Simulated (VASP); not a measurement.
A run of VASP 6.6.1 is set up as follows.

File INCAR:

```
  ALGO = Normal
  EDIFF = 1E-6
  EDIFFG = -0.002
  ENCUT = 600
  GGA = PS
  IBRION = 2
  ISIF = 3
  ISMEAR = 0
  LASPH = T
  LCHARG = F
  LREAL = F
  LWAVE = F
  NELM = 100
  NSW = 100
  PREC = Accurate
  SIGMA = 0.1
```

File KPOINTS:

```
k-points
0
Gamma
  14 14 14
```

File POSCAR:

```
Ta
1.0
   -1.6549278100      1.6549278100      1.6549278100
    1.6549278100     -1.6549278100      1.6549278100
    1.6549278100      1.6549278100     -1.6549278100
Ta
1
Direct
    0.0000000000      0.0000000000      0.0000000000
```

Potentials or basis: VASP PAW PBE potentials, release 64 (Ta_pv).

Command:

```console
$ cat potpaw_PBE.64/Ta_pv/POTCAR > POTCAR
$ mpirun -np 1 vasp_std > vasp.out
```

**Question.** What does it give for the relaxed volume?

**Answer.** 17.70 Å³/atom.

**Question.** Estimate the relaxed cell.

**Answer.** a = 2.844 Å, b = 2.844 Å, c = 2.844 Å, α = 109.47°, β = 109.47°, γ = 109.47°.

Final structure:
```
Ta
1.0
    -1.64182    1.64182    1.64182
     1.64182   -1.64182    1.64182
     1.64182    1.64182   -1.64182
Ta
1
Direct
  0.00000 0.00000 0.00000
```

Caveat: the PAW data sets were made with another functional, which shifts forces and pressure a little.
